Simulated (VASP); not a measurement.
# P (P4_2/mmc) in VASP: a series of runs

P is run at these levels: PBE; tasks: single point, relaxation of cell and atoms.

Program: VASP 6.6.1. These are calculated values, not measurements. Logs are shortened: lines on timing, memory, paths and dates and some standing lists are left out, and cuts for length are marked.

## (1) The cell of the first run

The structure is tetragonal, space group P4_2/mmc (No. 131). The conventional cell has a = 4.101 Å, b = 4.101 Å, c = 4.471 Å, α = 90.00°, β = 90.00°, γ = 90.00°. P (site symmetry 2mm) has 3 P at 1.85 to 2.06 Å within 2.5 Å. P (site symmetry -4m2) has 6 P at 2.06 to 2.24 Å within 2.7 Å.

## (2) Single point, PBE

Contents of INCAR:

```
SYSTEM = P
ALGO = Normal
EDIFF = 1E-6
ENCUT = 520
GGA = PE
ISIF = 2
ISMEAR = 0
LASPH = .True.
LCHARG = .False.
LREAL = .False.
LWAVE = .False.
NBANDS = 24
NELM = 80
PREC = Accurate
SIGMA = 0.1
```

Contents of KPOINTS:

```
k-points
0
Gamma
  4 4 4
  0 0 0
```

Contents of POSCAR:

```
P
1.0
    4.1010135700      0.0000000000      0.0000000000
    0.0000000000      4.1010135700      0.0000000000
    0.0000000000      0.0000000000      4.4707282700
P
6
Direct
    0.5000000000      0.0000000000      0.7072967400
    0.0000000000      0.5000000000      0.7927032600
    0.0000000000      0.5000000000      0.2072967400
    0.5000000000      0.0000000000      0.2927032600
    0.5000000000      0.5000000000      0.7500000000
    0.5000000000      0.5000000000      0.2500000000
```

Potentials or basis: VASP PAW PBE potentials, release 64 (P).

On the command line:

```
$ cat potpaw_PBE.64/P/POTCAR > POTCAR
$ mpirun -np 1 vasp_std > vasp.out
```

OUTCAR:

```text
SYSTEM = P
   EDIFF = 1E-6
   ENCUT = 520
   GGA = PE
   ISIF = 2
   ISMEAR = 0
   LASPH = .True.
   LREAL = .False.
   NELM = 80
   PREC = Accurate

 ion  position               nearest neighbor table
   1  0.500  0.000  0.707-   4 1.85   5 2.06   5 2.06   4 2.62   6 2.90   6 2.90   2 2.92   2 2.92
                             2 2.92   2 2.92
   2  0.000  0.500  0.793-   3 1.85   5 2.06   5 2.06   3 2.62   6 2.90   6 2.90   1 2.92   1 2.92
                             1 2.92   1 2.92
   3  0.000  0.500  0.207-   2 1.85   6 2.06   6 2.06   2 2.62   5 2.90   5 2.90   4 2.92   4 2.92
                             4 2.92   4 2.92
   4  0.500  0.000  0.293-   1 1.85   6 2.06   6 2.06   1 2.62   5 2.90   5 2.90   3 2.92   3 2.92
                             3 2.92   3 2.92
   5  0.500  0.500  0.750-   1 2.06   2 2.06   1 2.06   2 2.06   6 2.24   6 2.24   3 2.90   4 2.90
                             4 2.90   3 2.90
   6  0.500  0.500  0.250-   3 2.06   4 2.06   4 2.06   3 2.06   5 2.24   5 2.24   1 2.90   1 2.90
                             2 2.90   2 2.90

  LATTYP: Found a simple tetragonal cell.
 ALAT       =     4.1010135700
 C/A-ratio  =     1.0901520304

  Lattice vectors:

 A1 = (   4.1010135700,   0.0000000000,   0.0000000000)
 A2 = (   0.0000000000,   4.1010135700,   0.0000000000)
 A3 = (   0.0000000000,   0.0000000000,   4.4707282700)

Analysis of symmetry for initial positions (statically):
=====================================================================
 Subroutine PRICEL returns:
 Original cell was already a primitive cell.

 Routine SETGRP: Setting up the symmetry group for a
 simple tetragonal supercell.

 Subroutine GETGRP returns: Found 16 space group operations
 (whereof  8 operations were pure point group operations)
 out of a pool of 16 trial point group operations.

The static configuration has the point symmetry D_2h.
 The point group associated with its full space group is D_4h.

Analysis of symmetry for dynamics (positions and initial velocities):
=====================================================================
 Subroutine PRICEL returns:
 Original cell was already a primitive cell.

 Routine SETGRP: Setting up the symmetry group for a
 simple tetragonal supercell.

 Subroutine GETGRP returns: Found 16 space group operations
 (whereof  8 operations were pure point group operations)
 out of a pool of 16 trial point group operations.

The dynamic configuration has the point symmetry D_2h.
 The point group associated with its full space group is D_4h.

 Subroutine INISYM returns: Found 16 space group operations
 (whereof  8 operations are pure point group operations),
 and found     1 'primitive' translations

----------------------------------------------------------------------------------------

                                     Primitive cell

  volume of cell :      75.1901

  direct lattice vectors                    reciprocal lattice vectors
     4.101013570  0.000000000  0.000000000     0.243842158  0.000000000  0.000000000
     0.000000000  4.101013570  0.000000000     0.000000000  0.243842158  0.000000000
     0.000000000  0.000000000  4.470728270     0.000000000  0.000000000  0.223677204

  length of vectors
     4.101013570  4.101013570  4.470728270     0.243842158  0.243842158  0.223677204

  position of ions in fractional coordinates (direct lattice)
     0.500000000  0.000000000  0.707296740
     0.000000000  0.500000000  0.792703260
     0.000000000  0.500000000  0.207296740
     0.500000000  0.000000000  0.292703260
     0.500000000  0.500000000  0.750000000
     0.500000000  0.500000000  0.250000000

  ion indices of the primitive-cell ions
   primitive index   ion index
                 1           1
                 2           2
                 3           3
                 4           4
                 5           5
                 6           6

----------------------------------------------------------------------------------------

 KPOINTS: k-points

Automatic generation of k-mesh.
 Grid dimensions read from file:
 generate k-points for:    4    4    4

 Generating k-lattice:

  Cartesian coordinates                     Fractional coordinates (reciprocal lattice)
     0.060960540  0.000000000  0.000000000     0.250000000  0.000000000  0.000000000
     0.000000000  0.060960540  0.000000000     0.000000000  0.250000000  0.000000000
     0.000000000  0.000000000  0.055919301     0.000000000  0.000000000  0.250000000

  Length of vectors
     0.060960540  0.060960540  0.055919301

  Shift w.r.t. Gamma in fractional coordinates (k-lattice)
     0.000000000  0.000000000  0.000000000

 Subroutine IBZKPT returns following result:
 ===========================================

 Found     18 irreducible k-points:

 Following reciprocal coordinates:
            Coordinates               Weight
  0.000000  0.000000  0.000000      1.000000
  0.250000  0.000000  0.000000      4.000000
  0.500000  0.000000  0.000000      2.000000
  0.250000  0.250000  0.000000      4.000000
  0.500000  0.250000  0.000000      4.000000
  0.500000  0.500000  0.000000      1.000000
[... 10 lines left out ...]
  0.500000  0.250000  0.500000      4.000000
  0.500000  0.500000  0.500000      1.000000
   k-points           NKPTS =     18   k-points in BZ     NKDIM =     18   number of bands    NBANDS=     24
   number of dos      NEDOS =    301   number of ions     NIONS =      6
   total plane-waves  NPLWV =  36864
   dimension x,y,z NGX =    32 NGY =   32 NGZ =   36
   dimension x,y,z NGXF=    64 NGYF=   64 NGZF=   72
   ions per type =               6
   NGX,Y,Z   is equivalent  to a cutoff of  12.97, 12.97, 13.39 a.u.
   NGXF,Y,Z  is equivalent  to a cutoff of  25.94, 25.94, 26.77 a.u.
 SYSTEM =  P
   PREC   = accura    normal or accurate (medium, high low for compatibility)
   ISTART =      0    job   : 0-new  1-cont  2-samecut
   ICHARG =      2    charge: 1-file 2-atom 10-const
   ISPIN  =      1    spin polarized calculation?
   LNONCOLLINEAR =      F non collinear calculations
   LSORBIT =      F    spin-orbit coupling
   LASPH  =      T    aspherical Exc in radial PAW
   ENCUT  =  520.0 eV  38.22 Ry    6.18 a.u.   7.63  7.63  8.31*2*pi/ulx,y,z
   NELM   =     80;   NELMIN=  2; NELMDL= -5     # of ELM steps
   EDIFF  = 0.1E-05   stopping-criterion for ELM
   LREAL  =      F    real-space projection
   EDIFFG = 0.1E-04   stopping-criterion for IOM
   NSW    =      0    number of steps for IOM
   IBRION =     -1    ionic relax: 0-MD 1-quasi-New 2-CG
   NFREE  =      0    steps in history (QN), initial steepest desc. (CG)
   ISIF   =      2    stress and relaxation
   ISYM   =      2    0-nonsym 1-usesym 2-fastsym
   POTIM  = 0.5000    time-step for ionic-motion
   TEBEG  =    0.0;   TEEND  =   0.0 temperature during run
   PSTRESS=    0.0 pullay stress
   NELECT =      30.0000    total number of electrons
   NUPDOWN=      -1.0000    fix difference up-down
   EMIN   =  10.00;   EMAX   =-10.00  energy-range for DOS
   EFERMI =   0.00;   METHOD = LEGACY
   ISMEAR =     0;   SIGMA  =   0.10  broadening in eV -4-tet -1-fermi 0-gaus
   EFERMI_NEDOS =   21; number of points for ismear=-14 and -15
   IALGO  =     38    algorithm
   IMIX   =      4    mixing-type and parameters
     AMIX     =   0.40;   BMIX     =  1.00
     AMIX_MAG =   1.60;   BMIX_MAG =  1.00
  volume/ion in A,a.u.               =      12.53        84.57
  Fermi-wavevector in a.u.,A,eV,Ry     =   1.205207  2.277511 19.762791  1.452524
  Thomas-Fermi vector in A             =   2.340910
   LORBIT       =      0    0 simple, 1 ext, 2 COOP (PROOUT), +10 PAW based schemes
   GGA     = PE    functional components
   LHFCALC =     F    Hartree Fock is set to
   AEXX    =    0.0000 exact exchange contribution
   IVDW    =     0    specifies the selected vdW correction
   LEPSILON=     F    determine dielectric tensor
   LRPA    =     F    only Hartree local field effects (RPA)
 non-spin polarized calculation
 Gauss-broadening in eV      SIGMA  =   0.10
  energy-cutoff  :      520.00
  volume of cell :       75.19
 maximum number of plane-waves:      2052
 NGX is ok and might be reduce to    32
   NGX = 15   NGY = 15   NGZ = 17

 number of electron      29.9999999 magnetization

 Free energy of the ion-electron system (eV)
  ---------------------------------------------------
  ext. energy  EPLUGINS =         0.00000000
  ---------------------------------------------------
  free energy    TOTEN  =       -23.18256626 eV

  energy without entropy =      -23.16459570  energy(sigma->0) =      -23.17358098

 E-fermi :  11.6754     XC(G=0): -11.6650

 val. band max:       11.6561651815   @ k =   0.2500   0.0000   0.0000
 cond. band min:      11.6767387657   @ k =   0.5000   0.0000   0.2500
 fundamental gap:      0.0205735842
 Fermi energy:        11.6753830286

 k-point     1 :       0.0000    0.0000    0.0000
  band No.  band energies     occupation
      1      -7.9782      2.00000
      2      -2.4709      2.00000
      3      -1.9045      2.00000
      4       0.9708      2.00000
      5       0.9708      2.00000
      6       1.6895      2.00000
[... 16 lines left out ...]
     23      18.2935      0.00000
     24      18.9373      0.00000

 k-point     2 :       0.2500    0.0000    0.0000
  band No.  band energies     occupation
      1      -7.5907      2.00000
      2      -3.4003      2.00000
      3      -1.5353      2.00000
      4      -0.2845      2.00000
      5       1.1750      2.00000
      6       2.1290      2.00000
[... 16 lines left out ...]
     23      18.1525      0.00000
     24      18.5122      0.00000

 k-point     3 :       0.5000    0.0000    0.0000
  band No.  band energies     occupation
      1      -6.9832      2.00000
      2      -4.5940      2.00000
      3      -0.9791      2.00000
      4      -0.3676      2.00000
      5       1.4167      2.00000
      6       1.7705      2.00000
[... 16 lines left out ...]
     23      19.1510      0.00000
     24      19.2246      0.00000
[... 352 lines left out ...]
 k-point    17 :       0.5000    0.2500    0.5000
  band No.  band energies     occupation
      1      -5.2346      2.00000
      2      -4.3613      2.00000
      3      -3.7478      2.00000
      4      -1.2448      2.00000
      5      -1.1164      2.00000
      6       0.6178      2.00000
[... 16 lines left out ...]
     23      18.9927      0.00000
     24      19.0950      0.00000

 k-point    18 :       0.5000    0.5000    0.5000
  band No.  band energies     occupation
      1      -3.7845      2.00000
      2      -3.7845      2.00000
      3      -3.6488      2.00000
      4      -3.6488      2.00000
      5      -0.9002      2.00000
      6      -0.9002      2.00000
[... 16 lines left out ...]
     23      16.9965      0.00000
     24      16.9965      0.00000

------------------------ aborting loop because EDIFF is reached ----------------------------------------

  FORCE on cell =-STRESS in cart. coord.  units (eV):
  Direction    XX          YY          ZZ          XY          YZ          ZX
  --------------------------------------------------------------------------------------
  -------------------------------------------------------------------------------------
  Total       34.7002553     34.7002553     34.1865904     -0.0000000      0.0000000      0.0000000
  in kB      739.4053109    739.4053109    728.4599570     -0.0000000      0.0000000      0.0000000
  external PRESSURE =     735.7568596 kB  Pullay stress =       0.0000000 kB

 VOLUME and BASIS-vectors are now :
 -----------------------------------------------------------------------------
  energy-cutoff  :      520.00
  volume of cell :       75.19
      direct lattice vectors                 reciprocal lattice vectors
     4.101013570  0.000000000  0.000000000     0.243842158  0.000000000  0.000000000
     0.000000000  4.101013570  0.000000000     0.000000000  0.243842158  0.000000000
     0.000000000  0.000000000  4.470728270     0.000000000  0.000000000  0.223677204

 POSITION                                       TOTAL-FORCE (eV/Angst)
 -----------------------------------------------------------------------------------
      2.05051      0.00000      3.16213         0.000000      0.000000      6.539548
      0.00000      2.05051      3.54396         0.000000      0.000000     -6.539548
      0.00000      2.05051      0.92677         0.000000      0.000000      6.539548
      2.05051      0.00000      1.30860         0.000000      0.000000     -6.539548
      2.05051      2.05051      3.35305         0.000000     -0.000000     -0.000000
      2.05051      2.05051      1.11768         0.000000     -0.000000     -0.000000
 -----------------------------------------------------------------------------------
    total drift:                                0.000000     -0.000000      0.000000

  FREE ENERGIE OF THE ION-ELECTRON SYSTEM (eV)
  ---------------------------------------------------
  free  energy   TOTEN  =       -23.1825662561 eV

  energy  without entropy=      -23.1645956998  energy(sigma->0) =      -23.17358098
```

Wall time 30 s (1 thread of Oxide Virtual Turin-like, shared host); peak memory 0.14 GiB.

What came out:

| Property | Result |
| --- | --- |
| Free energy | -23.1826 eV |
| Pressure | 73.6 GPa |
| Largest force | 6.540 eV/Å |
| Band gap on the k mesh | zero (band 15 reaches 12.84 eV, above the bottom of band 16 at 10.84 eV) |

Forces in eV/Å, atoms in the order of the input:
```
P    0.000  0.000  6.540
P    0.000  0.000 -6.540
P    0.000  0.000  6.540
P    0.000  0.000 -6.540
P    0.000  0.000  0.000
P    0.000  0.000  0.000
```

Caveat: the k points lie up to 0.38 Å⁻¹ apart; forces of over 1 eV/Å act on the atoms, so gaps and moduli don't describe the material at rest.

## (3) Relaxation of cell and atoms, PBE

Contents of INCAR:

```
ALGO = Normal
EDIFF = 1E-7
EDIFFG = -0.04
ENCUT = 600
GGA = PE
IBRION = 2
ISIF = 3
ISMEAR = 0
LASPH = T
LCHARG = F
LREAL = F
LWAVE = F
NELM = 100
NSW = 90
PREC = Accurate
SIGMA = 0.1
```

Contents of KPOINTS:

```
k-points
0
Gamma
  4 4 4
```

POSCAR is that of step 2.

Potentials or basis: VASP PAW PBE potentials, release 64 (P).

On the command line:

```
$ cat potpaw_PBE.64/P/POTCAR > POTCAR
$ mpirun -np 1 vasp_std > vasp.out
```

Run time: 6.2 min. Hardware: 1 thread of Oxide Virtual Turin-like, shared host; peak memory 0.17 GiB.

It converged, with:

* Free energy: -29.8311 eV
* Relaxed volume: 17.68 Å³/atom
* Relaxed cell: a = 4.824 Å, b = 4.824 Å, c = 4.558 Å, α = 90.00°, β = 90.00°, γ = 90.00°
* Space group after relaxing (to 0.05 Å): P4/mmm (No. 123)
* Energy gained by relaxing: 1107.6 meV/atom
* Ionic steps: 10
* Pressure after relaxing: 0.0 GPa
* Largest force after relaxing: 0.007 eV/Å
* Band gap on the k mesh: zero (band 15 reaches 7.15 eV, above the bottom of band 16 at 5.99 eV)

Forces in eV/Å, atoms in the order of the input:
```
P    0.000  0.000  0.007
P    0.000  0.000 -0.007
P    0.000  0.000  0.007
P    0.000  0.000 -0.007
P    0.000  0.000  0.000
P    0.000  0.000  0.000
```

Stress tensor (GPa, compression positive):
```
 0.02  0.00  0.00
 0.00  0.02  0.00
 0.00  0.00 -0.07
```

The path:
```
step  energy change (eV)  largest force (eV/Å)  pressure (GPa)  volume (Å³)
   1              0.0000                6.5396           73.59        75.19
   2             -3.5549                2.2873          -13.05       156.83
   3             -5.8646                0.0609           -0.65       107.69
   4             -5.8668                0.0751           -0.12       106.96
   5             -6.5964                0.0012           -2.65       110.10
   6             -6.6102                0.0041           -2.38       110.50
   7             -6.6113                0.0043           -2.46       110.38
   8             -6.6423                0.0123            0.09       106.32
   9             -6.6426                0.0118           -0.16       106.66
  10             -6.6454                0.0069           -0.01       106.07
```

Final structure:
```
CELL_PARAMETERS angstrom
4.82409 0.00000 0.00000
0.00000 4.82409 0.00000
0.00000 0.00000 4.55768
ATOMIC_POSITIONS crystal
P 0.50000 0.00000 0.74980
P 0.00000 0.50000 0.75020
P 0.00000 0.50000 0.24980
P 0.50000 0.00000 0.25020
P 0.50000 0.50000 0.75000
P 0.50000 0.50000 0.25000
```

Levels at points of the mesh, in eV from the Fermi level:
| k point | band 12 | band 13 | band 14 | band 15 | band 16 | band 17 | band 18 | band 19 |
| --- | --- | --- | --- | --- | --- | --- | --- | --- |
| (0.00, 0.00, 0.00) | -3.42 | -2.48 | -1.97 | -1.97 | 2.12 | 2.12 | 2.44 | 2.44 |
| (0.50, 0.00, 0.00) | -3.30 | -3.23 | -1.67 | -1.19 | 1.35 | 1.59 | 2.47 | 3.38 |
| (0.50, 0.50, 0.00) | -1.81 | -1.81 | -0.65 | -0.41 | -0.36 | 1.40 | 3.29 | 3.29 |
| (0.00, 0.00, 0.50) | -1.20 | -0.49 | -0.49 | -0.48 | -0.48 | 1.96 | 1.96 | 3.84 |
| (0.50, 0.00, 0.50) | -1.74 | -1.19 | -1.19 | -0.17 | -0.17 | 0.32 | 0.32 | 2.10 |
| (0.50, 0.50, 0.50) | -0.95 | -0.94 | -0.94 | -0.80 | -0.80 | 1.03 | 1.03 | 2.18 |

Caveat: the k points lie up to 0.34 Å⁻¹ apart in the final cell; the volume moved by over 15 % at a fixed basis, so the end points are rough.
